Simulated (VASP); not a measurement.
Write the native input for VASP 6.6.1 that does the following.

```yaml
Task: single point
Functional: PBEsol
Potentials_or_basis: VASP PAW PBE potentials, release 64 (Pb_d, F)
Cutoff: 520 eV
k_mesh: 8 × 8 × 8
Occupations: gaussian, width 0.05 eV
Spin: no spin polarisation
Dipole_correction: no
Further_INCAR_settings: ALGO = Normal; EDIFF = 1e-06; NBANDS = 21
```

The structure of PbF2 lies in POSCAR:

```
PbF2
1.0
    0.0000000000      3.4284413872      2.2284869017
    3.4284413872      0.0000000000      2.2284869017
    3.4284413872      3.4284413872      0.0000000000
Pb F
1 2
Direct
    0.0000000000      0.0000000000      0.0000000000
    0.2500000000      0.2500000000      0.2500000000
    0.7500000000      0.7500000000      0.7500000000
```

This cell differs from its parent crystal: ratio of the length along z to the lengths across it x 0.65, volume and fractional coordinates fixed.

One way to write it, as run:

INCAR

```
SYSTEM = PbF2
PREC     = Accurate       ! precision mode
ENCUT    = 520            ! plane-wave cutoff, eV
EDIFF    = 1E-6           ! SCF threshold, eV
ISMEAR   = 0              ! smearing method
SIGMA    = 0.05           ! smearing width, eV
LREAL    = .FALSE.        ! projectors in reciprocal space
LASPH    = .TRUE.         ! aspherical terms in the spheres
NELM     = 100            ! most SCF steps
ALGO     = Normal         ! electronic algorithm
ISIF     = 2              ! what is computed and relaxed
LWAVE    = .FALSE.        ! write WAVECAR
LCHARG   = .TRUE.         ! write CHGCAR
GGA      = PS             ! functional
LELF     = .TRUE.         ! ELF
LVHAR    = .TRUE.       
NBANDS   = 21             ! bands
```

KPOINTS

```
regular mesh
0
G
  8 8 8
  0 0 0
```

Potentials or basis: VASP PAW PBE potentials, release 64 (Pb_d, F).

Command:

```sh
$ cat potpaw_PBE.64/Pb_d/POTCAR potpaw_PBE.64/F/POTCAR > POTCAR
$ mpirun -np 1 vasp_std > vasp.out
```

Results of the run:

The pressure is -2.6 GPa. The band gap on the k mesh is 1.54 eV, indirect (least direct gap 2.02 eV).

Caveat: the PAW data sets were made with another functional, which shifts forces and pressure a little; spin-orbit coupling is left out, which moves the levels of the heavy elements.

Run time: 32 s on 1 thread of Intel(R) Xeon(R) Platinum 8559C (Emerald Rapids), on a shared host, peak memory 0.21 GiB.
